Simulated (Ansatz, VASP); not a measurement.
**One calculation of Sn, two programs**

```xyz
2
Lattice="-2.9196 2.9196 1.5753 2.9196 -2.9196 1.5753 2.9196 2.9196 -1.5753" Properties=species:S:1:pos:R:3 pbc="T T T"
Sn    0.0000    2.9196    0.7877
Sn    0.0000    0.0000    0.0000
```

Alike in both runs: functional PBEsol; k mesh 16 × 16 × 16; occupations gaussian, width 0.05 eV; no spin polarisation.

Ansatz relaxed the structure, and its values are those at the end. VASP's run is a single point on that final structure, the one shown.

```csv
,VASP,Ansatz
version,VASP 6.6.1,Ansatz 0.2.0
potentials or method,"VASP PAW PBE potentials, release 64 (Sn_d), cutoff 520 eV","scalar-relativistic, plane waves, PAW"
valence electrons in the cell,28,28
```

|  | VASP | Ansatz | Ansatz less VASP |
| --- | --- | --- | --- |
| pressure (GPa) | 0.0 | 0.0 | +0.04 |

VASP's potentials were made for PBE, not for PBEsol.
